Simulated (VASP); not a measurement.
A run of VASP 6.6.1 is set up as follows.

Contents of INCAR:

```
SYSTEM = BAs
ALGO = Normal
EDIFF = 1E-6
ENCUT = 500
GGA = PE
GGA_COMPAT = .FALSE.
ISIF = 2
ISMEAR = -1
LASPH = .TRUE.
LCHARG = .FALSE.
LREAL = .FALSE.
LWAVE = .FALSE.
NBANDS = 11
NELM = 120
PREC = Accurate
SIGMA = 0.02
```

The input KPOINTS:

```
k-points
0
G
  8 8 8
  0 0 0
```

Contents of POSCAR:

```
BAs
1.0
    0.0000000000      2.3052873177      2.3052873177
    2.3052873177      0.0000000000      2.3052873177
    2.3052873177      2.3052873177      0.0000000000
B As
1 1
Direct
    0.0000000000      0.0000000000      0.0000000000
    0.5000000000      0.5000000000      0.5000000000
```

Potentials or basis: VASP PAW PBE potentials, release 64 (B, As).

Command:

```sh
$ cat potpaw_PBE.64/B/POTCAR potpaw_PBE.64/As/POTCAR > POTCAR
$ mpirun -np 1 vasp_std > vasp.out
```

Question: What does it give for the pressure?

Answer: 1.5 GPa.

Question: What does it give for the band gap on the k mesh?

Answer: Zero (band 4 reaches 8.81 eV, above the bottom of band 5 at 3.90 eV).
